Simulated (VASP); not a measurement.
WS2, 6 atoms in the cell. Symmetry: P6_3/mmc, No. 194, hexagonal system. Conventional cell: a = 3.127 Å, b = 3.127 Å, c = 12.163 Å, α = 90.00°, β = 90.00°, γ = 120.00°. W (site symmetry -6m2) has 6 S at 2.39 Å and 6 W at 3.13 Å within 3.2 Å. Within 3.2 Å of S (site symmetry 3m) lie 3 W at 2.39 Å and 7 S at 3.12 to 3.13 Å. 

```yaml
Program: VASP 6.6.1
Task: single point
Functional: LDA
Potentials_or_basis: VASP PAW LDA potentials, release 64 (W_sv, S)
Cutoff: 520 eV
k_mesh: 12 × 12 × 4
Occupations: gaussian, width 0.01 eV
Spin: no spin polarisation
Dipole_correction: no
Further_INCAR_settings: ALGO = Normal; EDIFF = 1e-06; NBANDS = 35
```

Potentials or basis: VASP PAW LDA potentials, release 64 (W_sv, S).

Run with:

```bash
$ cat potpaw_LDA.64/W_sv/POTCAR potpaw_LDA.64/S/POTCAR > POTCAR
$ mpirun -np 1 vasp_std > vasp.out
```

Hardware: 1 thread of AMD EPYC 7R13 (shared host).

Task: How long does it take, and how much memory?

Result: Wall time 5.6 min on 1 thread of AMD EPYC 7R13, on a shared host, peak memory 0.26 GiB. Counts: scf iterations 15, k points 57.
